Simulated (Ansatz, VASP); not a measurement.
Two plane-wave programs on O

File POSCAR:

```
O
1.0
    1.6749479049      0.9670316238      3.7319995215
   -1.6749479049      0.9670316238      3.7319995215
    0.0000000000     -1.9340632475      3.7319995215
O
2
Direct
    0.0546147200      0.0546147200      0.0546147200
    0.9453852800      0.9453852800      0.9453852800
```

File INCAR.step1:

```
SYSTEM = O
PREC = Accurate
ENCUT = 520
EDIFF = 1E-5
ISMEAR = -1
SIGMA = 0.05
LREAL = .FALSE.
LASPH = .TRUE.
NELM = 80
ALGO = Normal
ISIF = 2
LWAVE = .TRUE.
GGA = PE
NBANDS = 13
```

Contents of INCAR.step2:

```
SYSTEM = O
PREC = Accurate
ENCUT = 520
EDIFF = 1E-6
ISMEAR = -1
SIGMA = 0.05
LREAL = .FALSE.
LASPH = .TRUE.
NELM = 80
ALGO = Normal
ISIF = 2
LWAVE = .FALSE.
LCHARG = .TRUE.
GGA = PE
LHFCALC = .TRUE.
AEXX = 0.25
HFSCREEN = 0.4
PRECFOCK = Normal
LELF = .TRUE.
LVHAR = .TRUE.
ISTART = 1
NBANDS = 13
```

File KPOINTS:

```
Automatic mesh
0
G
  5 5 5
  0 0 0
```

input.yaml

```yaml
crystal:
  lattice:
    - [1.6749479049, 0.9670316238, 3.7319995215]
    - [-1.6749479049, 0.9670316238, 3.7319995215]
    - [0.0, -1.9340632475, 3.7319995215]
  atoms:
    - { symbol: O, position: [0.05461472, 0.05461472, 0.05461472] }
    - { symbol: O, position: [0.94538528, 0.94538528, 0.94538528] }
hamiltonian:
  xc: { exchange: pbe, correlation: pbe, exx: { coeff: 0.25, omega: 0.4 } }
  pseudopotentials: { kind: paw }
kpoints:
  mp_grid: { grid: [5, 5, 5] }
scf:
  occupations: { method: fermi_dirac, width: 0.05 }
output:
  forces: true
  stress: true
  eigenvalues: true
  write_density: true
  write_potential: true
  elf: true
  volumetric_format: npy
```

Alike in both runs: task single point; functional PBE-based screened hybrid with a share of 0.25 of exact exchange and HFSCREEN = 0.4; k mesh 5 × 5 × 5; occupations fermi-dirac, width 0.05 eV; no spin polarisation.

|  | VASP | Ansatz |
| --- | --- | --- |
| version | VASP 6.6.1 | Ansatz 0.2.0 |
| potentials or method | VASP PAW PBE potentials, release 64 (O) | Ansatz PAW |
| plane-wave cutoff (eV) | 520 | 420 |
| valence electrons in the cell | 12 | 12 |

VASP gave:

```
gap on the k mesh at the Fermi level (eV)                     : none
pressure (GPa)                                                : -4.8
traceless stress, the component that is largest in VASP (GPa) : -0.97
rms of the force components (eV/Å)                            : 0.520
```

Q: What did Ansatz give for the same quantities?

A: gap on the k mesh at the Fermi level (eV): none; pressure (GPa): -7.0; traceless stress, the component that is largest in VASP (GPa): -5.68; rms of the force components (eV/Å): 1.290.

VASP's potentials were made for PBE, not for PBE-based screened hybrid. Atom by atom the forces differ by 0.770 eV/Å (rms over components). A gap of «none» marks a metal or a gap that the smearing closes. The functional is the same, so the differences come from potentials, cutoffs and numerics.

The k mesh is coarse, so the values compare programs but aren't converged. Noted on VASP's run: the standard files for N, O and F lose accuracy on very short bonds; spin is off for a triplet molecule. Noted on Ansatz's run: spin is off for a triplet molecule.
